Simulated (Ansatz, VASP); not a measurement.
## Two plane-wave programs on ZnCd2O3

```xyz
6
Lattice="3.4834 0.0000 0.0000 -1.7417 3.0167 0.0000 0.0000 0.0000 8.7221" Properties=species:S:1:pos:R:3 pbc="T T T"
Zn    1.7417    1.0056    2.9183
Cd    0.0000    0.0000    0.1240
Cd    0.0000    2.0112    5.7573
O     0.0000    2.0112    7.9572
O     1.7417    1.0056    4.8817
O     0.0000    0.0000    2.3474
```

Alike in both runs: functional PBE; k mesh 12 × 12 × 6; occupations gaussian, width 0.1 eV; no spin polarisation.

Ansatz relaxed the structure, and its values are those at the end. VASP's run is a single point on that final structure, the one shown.

|  | VASP | Ansatz |
| --- | --- | --- |
| version | VASP 6.6.1 | Ansatz 0.2.0 |
| potentials or method | VASP PAW PBE potentials, release 64 (Zn, Cd, O), cutoff 520 eV | scalar-relativistic, plane waves, PAW |
| valence electrons in the cell | 54 | 70 |

|  | VASP | Ansatz | Ansatz less VASP |
| --- | --- | --- | --- |
| gap on the k mesh at the Fermi level (eV) | none | none | - |
| pressure (GPa) | 1.1 | 0.0 | -1.09 |
| rms of the force components (eV/Å) | 0.016 | 0.003 | -0.0130 |

A gap of «none» marks a metal or a gap that the smearing closes. VASP's potentials hold 54 valence electrons a cell and Ansatz's 70, so a difference there can come from the potentials and not from the codes.
